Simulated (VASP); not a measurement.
A run of VASP 6.6.1 is set up as follows.

INCAR

```
PREC = Accurate
ENCUT = 520
EDIFF = 1E-8
ISMEAR = -1
SIGMA = 0.01
LREAL = F
LASPH = T
NELM = 120
ALGO = Normal
ISIF = 2
LWAVE = F
LCHARG = F
GGA = PS
LEFG = T
NBANDS = 16
GGA_COMPAT = F
```

Contents of KPOINTS:

```
regular mesh
0
Gamma
  9 9 9
```

POSCAR

```
ZrN
1.0
    0.0000000000      2.2375999771      2.2375999771
    2.2375999771      0.0000000000      2.2375999771
    2.2375999771      2.2375999771      0.0000000000
Zr N
1 1
Direct
    0.0000000000      0.0000000000      0.0000000000
    0.5000000000      0.5000000000      0.5000000000
```

Potentials or basis: VASP PAW PBE potentials, release 64 (Zr_sv, N).

Launch:

```bash
$ cat potpaw_PBE.64/Zr_sv/POTCAR potpaw_PBE.64/N/POTCAR > POTCAR
$ mpirun -np 1 vasp_std > vasp.out
```

**Question.** Predict the band gap on the k mesh.

**Answer.** Zero (an odd number of electrons rules out a gap without spin polarisation).

**Question.** Estimate the pressure.

**Answer.** 15.8 GPa.

Caveat: the cell stands under pressure; the PAW data sets were made with another functional, which shifts forces and pressure a little.
